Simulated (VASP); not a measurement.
Write the native input for VASP 6.6.1 that does the following.

```
Task                   : relaxation of cell and atoms
Functional             : PBE
Potentials or basis    : VASP PAW PBE potentials, release 64 (K_sv, Os)
Cutoff                 : 600 eV
k mesh                 : 4 × 4 × 4
Occupations            : gaussian, width 0.1 eV
Spin                   : no spin polarisation
Dipole correction      : no
Further INCAR settings : ALGO = Normal; EDIFF = 1e-07; IBRION = 2; EDIFFG = -0.04; NSW = 90; ISIF = 3
```

The structure of K2Os lies in POSCAR:

```
K2Os
1.0
    0.0000000000      3.6661239700      3.6661239700
    3.6661239700      0.0000000000      3.6661239700
    3.6661239700      3.6661239700      0.0000000000
K Os
2 1
Direct
    0.2500000000      0.2500000000      0.2500000000
    0.7500000000      0.7500000000      0.7500000000
    0.0000000000      0.0000000000      0.0000000000
```

The cell was built from a structure type or drawn by symmetry, and may not be a known phase.

These files were run (other wordings do the same):

INCAR

```
ALGO = Normal
EDIFF = 1E-7
EDIFFG = -0.04
ENCUT = 600
GGA = PE
IBRION = 2
ISIF = 3
ISMEAR = 0
LASPH = T
LCHARG = F
LREAL = F
LWAVE = F
NELM = 60
NSW = 90
PREC = Accurate
SIGMA = 0.1
```

KPOINTS

```
k-points
0
Gamma
  4 4 4
```

Potentials or basis: VASP PAW PBE potentials, release 64 (K_sv, Os).

The run is started by

```console
$ cat potpaw_PBE.64/K_sv/POTCAR potpaw_PBE.64/Os/POTCAR > POTCAR
$ mpirun -np 1 vasp_std > vasp.out
```

Results of the run:

| Quantity | Value |
| --- | --- |
| Relaxed volume | 41.14 Å³/atom |
| Relaxed cell | a = 5.589 Å, b = 5.589 Å, c = 5.589 Å, α = 60.00°, β = 60.00°, γ = 60.00° |
| Space group after relaxing (to 0.1 Å) | Fm-3m (No. 225) |
| Energy gained by relaxing | 93.5 meV/atom |
| Ionic steps | 4 |
| Pressure after relaxing | 0.0 GPa |
| Band gap on the k mesh | zero (bands 13 and 14 overlap by 0.06 eV) |

Caveat: the k points lie up to 0.34 Å⁻¹ apart in the final cell; the volume moved by over 15 % at a fixed basis, so the end points are rough; spin-orbit coupling is left out, which moves the levels of the heavy elements.

It took 81 s on 1 thread of Intel(R) Xeon(R) Platinum 8259CL CPU @ 2.50GHz (Skylake/Cascade Lake) (shared host), peak memory 0.27 GiB.
